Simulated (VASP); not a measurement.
# Ta2N (P-31m) in VASP: notebook, part 2 of 2

VASP 6.6.1.

## 4. Single point, LDA (c/a of the conventional cell at fixed volume 0.9340)

The input, INCAR:

```
PREC = Accurate
ENCUT = 520
EDIFF = 1E-6
ISMEAR = 0
SIGMA = 0.15
LREAL = False
LASPH = True
NELM = 80
ALGO = Normal
ISIF = 2
LWAVE = False
LCHARG = False
GGA = CA
NBANDS = 50
```

The input, KPOINTS:

```
Automatic mesh
0
Gamma
  9 9 8
```

The input, POSCAR:

```
Ta2N
1.0
    5.2288597096      0.0000000000      0.0000000000
   -2.6144298548      4.5283253413      0.0000000000
    0.0000000000      0.0000000000      4.8835331142
Ta N
6 3
Direct
    0.6549760690      0.6549760690      0.7526041962
    0.0000000000      0.3450239310      0.7526041962
    0.3450239310      0.0000000000      0.7526041962
    0.3450239310      0.3450239310      0.2473958038
    0.0000000000      0.6549760690      0.2473958038
    0.6549760690      0.0000000000      0.2473958038
    0.6666666667      0.3333333333      0.5000000000
    0.3333333333      0.6666666667      0.5000000000
    0.0000000000      0.0000000000      0.0000000000
```

Potentials or basis: VASP PAW LDA potentials, release 64 (Ta_pv, N).

Command:

```bash
$ cat potpaw_LDA.64/Ta_pv/POTCAR potpaw_LDA.64/N/POTCAR > POTCAR
$ mpirun -np 1 vasp_std > vasp.out
```

OUTCAR:

```text
PREC = Accurate
   ENCUT = 520
   EDIFF = 1E-6
   ISMEAR = 0
   LREAL = False
   LASPH = True
   NELM = 80
   ISIF = 2
   GGA = CA

 ion  position               nearest neighbor table
   1  0.655  0.655  0.753-   7 2.11   8 2.11   9 2.17   4 2.91   4 2.95   3 2.97   3 2.97   2 2.97
                             2 2.97   6 3.02   5 3.02   6 3.06   5 3.06   2 3.12   3 3.12
   2  0.000  0.345  0.753-   7 2.11   8 2.11   9 2.17   5 2.91   5 2.95   3 2.97   3 2.97   1 2.97
                             1 2.97   6 3.02   4 3.02   6 3.06   4 3.06   1 3.12   3 3.12
   3  0.345  0.000  0.753-   8 2.11   7 2.11   9 2.17   6 2.91   6 2.95   1 2.97   2 2.97   2 2.97
                             1 2.97   4 3.02   5 3.02   4 3.06   5 3.06   2 3.12   1 3.12
   4  0.345  0.345  0.247-   8 2.11   7 2.11   9 2.17   1 2.91   1 2.95   6 2.97   6 2.97   5 2.97
                             5 2.97   3 3.02   2 3.02   3 3.06   2 3.06   5 3.12   6 3.12
   5  0.000  0.655  0.247-   8 2.11   7 2.11   9 2.17   2 2.91   2 2.95   6 2.97   6 2.97   4 2.97
                             4 2.97   3 3.02   1 3.02   3 3.06   1 3.06   4 3.12   6 3.12
   6  0.655  0.000  0.247-   7 2.11   8 2.11   9 2.17   3 2.91   3 2.95   5 2.97   4 2.97   4 2.97
                             5 2.97   2 3.02   1 3.02   1 3.06   2 3.06   5 3.12   4 3.12
   7  0.667  0.333  0.500-   6 2.11   2 2.11   3 2.11   5 2.11   1 2.11   4 2.11
   8  0.333  0.667  0.500-   3 2.11   5 2.11   6 2.11   2 2.11   4 2.11   1 2.11
   9  0.000  0.000  0.000-   1 2.17   2 2.17   4 2.17   5 2.17   3 2.17   6 2.17

  LATTYP: Found a hexagonal cell.
 ALAT       =     5.2288597096
 C/A-ratio  =     0.9339575711

  Lattice vectors:

 A1 = (   5.2288597096,   0.0000000000,   0.0000000000)
 A2 = (  -2.6144298548,   4.5283253413,   0.0000000000)
 A3 = (   0.0000000000,   0.0000000000,   4.8835331142)

Analysis of symmetry for initial positions (statically):
=====================================================================
 Subroutine PRICEL returns:
 Original cell was already a primitive cell.

 Routine SETGRP: Setting up the symmetry group for a
 hexagonal supercell.

 Subroutine GETGRP returns: Found 12 space group operations
 (whereof 12 operations were pure point group operations)
 out of a pool of 24 trial point group operations.

The static configuration has the point symmetry D_3d.

[... 152 lines left out ...]
   LHFCALC =     F    Hartree Fock is set to
   AEXX    =    0.0000 exact exchange contribution
   IVDW    =     0    specifies the selected vdW correction
   LEPSILON=     F    determine dielectric tensor
   LRPA    =     F    only Hartree local field effects (RPA)
 non-spin polarized calculation
 Gauss-broadening in eV      SIGMA  =   0.15
  energy-cutoff  :      520.00
  volume of cell :      115.63
 maximum number of plane-waves:      3175
   NGX = 19   NGY = 19   NGZ = 19

 number of electron      81.0000009 magnetization

 Free energy of the ion-electron system (eV)
  ---------------------------------------------------
  ext. energy  EPLUGINS =         0.00000000
  ---------------------------------------------------
  free energy    TOTEN  =      -113.80840423 eV

  energy without entropy =     -113.77864778  energy(sigma->0) =     -113.79352600

 E-fermi :   7.7757     XC(G=0): -13.3418

 val. band max:        7.7677748613   @ k =   0.2222   0.1111   0.5000
 cond. band min:       7.7773371002   @ k =   0.4444   0.0000   0.5000
 fundamental gap:      0.0095622390
 Fermi energy:         7.7757441298

 k-point     1 :       0.0000    0.0000    0.0000
  band No.  band energies     occupation
      1     -27.8220      2.00000
      2     -27.5646      2.00000
      3     -27.2442      2.00000
      4     -27.2442      2.00000
      5     -27.2075      2.00000
      6     -27.2075      2.00000
[... 1261 lines left out ...]
     49      11.0601      0.00000
     50      11.2593      0.00000

 [... further k-points ...]
[... 5 lines left out ...]
  --------------------------------------------------------------------------------------
  -------------------------------------------------------------------------------------
  Total        1.4504807      1.4504807      2.4560628      0.0000000      0.0000000     -0.0000000
  in kB       20.0975806     20.0975806     34.0307334      0.0000000      0.0000000     -0.0000000
  external PRESSURE =      24.7419648 kB  Pullay stress =       0.0000000 kB

 VOLUME and BASIS-vectors are now :
 -----------------------------------------------------------------------------
  energy-cutoff  :      520.00
  volume of cell :      115.63
      direct lattice vectors                 reciprocal lattice vectors
     5.228859710  0.000000000  0.000000000     0.191246286  0.110416095  0.000000000
    -2.614429855  4.528325341  0.000000000     0.000000000  0.220832190  0.000000000
     0.000000000  0.000000000  4.883533114     0.000000000  0.000000000  0.204769780

 POSITION                                       TOTAL-FORCE (eV/Angst)
 -----------------------------------------------------------------------------------
      1.71239      2.96594      3.67537         0.766459      1.327546      0.683240
     -0.90204      1.56238      3.67537         0.766459     -1.327546      0.683240
      1.80408      0.00000      3.67537        -1.532919     -0.000000      0.683240
      0.90204      1.56238      1.20817        -0.766459     -1.327546     -0.683240
     -1.71239      2.96594      1.20817        -0.766459      1.327546     -0.683240
      3.42478      0.00000      1.20817         1.532919     -0.000000     -0.683240
      2.61443      1.50944      2.44177         0.000000     -0.000000     -0.000000
     -0.00000      3.01888      2.44177        -0.000000     -0.000000     -0.000000
      0.00000      0.00000      0.00000         0.000000     -0.000000     -0.000000
 -----------------------------------------------------------------------------------
    total drift:                                0.000000     -0.000000      0.000000

  FREE ENERGIE OF THE ION-ELECTRON SYSTEM (eV)
  ---------------------------------------------------
  free  energy   TOTEN  =      -113.8084042284 eV

  energy  without entropy=     -113.7786477790  energy(sigma->0) =     -113.79352600
```

Run time: 8.7 min. Hardware: 1 thread of Intel Xeon Platinum 8488C (Sapphire Rapids), shared host; peak memory 0.43 GiB.

Results:

- Free energy: -113.8084 eV
- Pressure: 2.5 GPa
- Largest force: 1.678 eV/Å

Forces in eV/Å, atoms in the order of the input:
```
Ta   0.766  1.328  0.683
Ta   0.766 -1.328  0.683
Ta  -1.533  0.000  0.683
Ta  -0.766 -1.328 -0.683
Ta  -0.766  1.328 -0.683
Ta   1.533  0.000 -0.683
N    0.000  0.000  0.000
N    0.000  0.000  0.000
N    0.000  0.000  0.000
```

Levels at points of the mesh, in eV from the Fermi level:
| k point | band 39 | band 40 | band 41 | band 42 | band 43 | band 44 |
| --- | --- | --- | --- | --- | --- | --- |
| (0.00, 0.00, 0.00) | -0.66 | -0.66 | -0.34 | -0.32 | -0.32 | 0.63 |
| (0.00, 0.00, 0.50) | -1.37 | -1.37 | -0.84 | 0.64 | 0.70 | 0.70 |

Caveat: spin-orbit coupling is left out, which moves the levels of the heavy elements; forces of over 1 eV/Å act on the atoms, so gaps and moduli don't describe the material at rest.

## 5. Single point, LDA (c/a of the conventional cell at fixed volume 0.9900)

The input, INCAR:

```
SYSTEM = Ta2N
PREC     = Accurate       ! precision mode
ENCUT    = 520            ! plane-wave cutoff, eV
EDIFF    = 1E-7           ! SCF threshold, eV
ISMEAR   = 0              ! smearing method
SIGMA    = 0.15           ! smearing width, eV
LREAL    = .False.        ! projectors in reciprocal space
LASPH    = .True.         ! aspherical terms in the spheres
NELM     = 80             ! most SCF steps
ALGO     = Normal         ! electronic algorithm
ISIF     = 2              ! what is computed and relaxed
LWAVE    = .False.        ! write WAVECAR
LCHARG   = .False.        ! write CHGCAR
GGA      = CA             ! functional
NBANDS   = 50             ! bands
```

The input, KPOINTS:

```
regular mesh
0
Gamma
  9 9 8
  0 0 0
```

The input, POSCAR:

```
Ta2N
1.0
    5.1282710815      0.0000000000      0.0000000000
   -2.5641355407      4.4412130340      0.0000000000
    0.0000000000      0.0000000000      5.0769883706
Ta N
6 3
Direct
    0.6669289619      0.6669289619      0.7526041962
    0.0000000000      0.3330710381      0.7526041962
    0.3330710381      0.0000000000      0.7526041962
    0.3330710381      0.3330710381      0.2473958038
    0.0000000000      0.6669289619      0.2473958038
    0.6669289619      0.0000000000      0.2473958038
    0.6666666667      0.3333333333      0.5000000000
    0.3333333333      0.6666666667      0.5000000000
    0.0000000000      0.0000000000      0.0000000000
```

Command:

```bash
$ cat potpaw_LDA.64/Ta_pv/POTCAR potpaw_LDA.64/N/POTCAR > POTCAR
$ mpirun -np 1 vasp_std > vasp.out
```

It took 9 min on 1 thread of Intel Xeon Platinum 8488C (Sapphire Rapids), shared host; peak memory 0.44 GiB.

The run converged. Its results:

- Free energy: -113.8805 eV
- Pressure: 1.7 GPa
- Largest force: 0.123 eV/Å

Forces on the atoms (eV/Å):
```
Ta  -0.057 -0.099  0.045
Ta  -0.057  0.099  0.045
Ta   0.114  0.000  0.045
Ta   0.057  0.099 -0.045
Ta   0.057 -0.099 -0.045
Ta  -0.114  0.000 -0.045
N    0.000  0.000  0.000
N    0.000  0.000  0.000
N    0.000  0.000  0.000
```

Stress tensor (GPa, compression positive):
```
 6.84  0.00  0.00
 0.00  6.84  0.00
 0.00  0.00 -8.70
```

Levels at points of the mesh, in eV from the Fermi level:
```
           k point  band 39  band 40  band 41  band 42  band 43  band 44
(0.00, 0.00, 0.00)    -0.75    -0.41    -0.41    -0.12    -0.12     1.18
(0.00, 0.00, 0.50)    -1.30    -1.21    -1.21     0.68     0.72     0.72
```

Caveat: spin-orbit coupling is left out, which moves the levels of the heavy elements.

## 6. Overview

| cell | gap on the mesh (eV) | pressure (GPa) | largest force (eV/Å) |
| --- | --- | --- | --- |
| a = 5.264, b = 5.264, c = 4.818 Å, angles 90.0, 90.0, 120.0°, 9 atoms | none | 8.1 | 4.14 |
| a = 5.300, b = 5.300, c = 4.752 Å, angles 90.0, 90.0, 120.0°, 9 atoms | none | 2.9 | 1.70 |
| a = 5.229, b = 5.229, c = 4.884 Å, angles 90.0, 90.0, 120.0°, 9 atoms | none | 2.5 | 1.68 |
| a = 5.128, b = 5.128, c = 5.077 Å, angles 90.0, 90.0, 120.0°, 9 atoms | none | 1.7 | 0.12 |

Alike in all rows: task single point; level LDA; potentials or basis VASP PAW LDA potentials, release 64 (Ta_pv, N); no spin polarisation; k mesh 9 × 9 × 8; cutoff (eV) 520; smearing gaussian 0.15 eV.

Caveats: spin-orbit coupling is left out, which moves the levels of the heavy elements; forces of over 1 eV/Å act on the atoms, so gaps and moduli don't describe the material at rest (some runs).

Absolute energies hang on the potentials; compare differences alone.
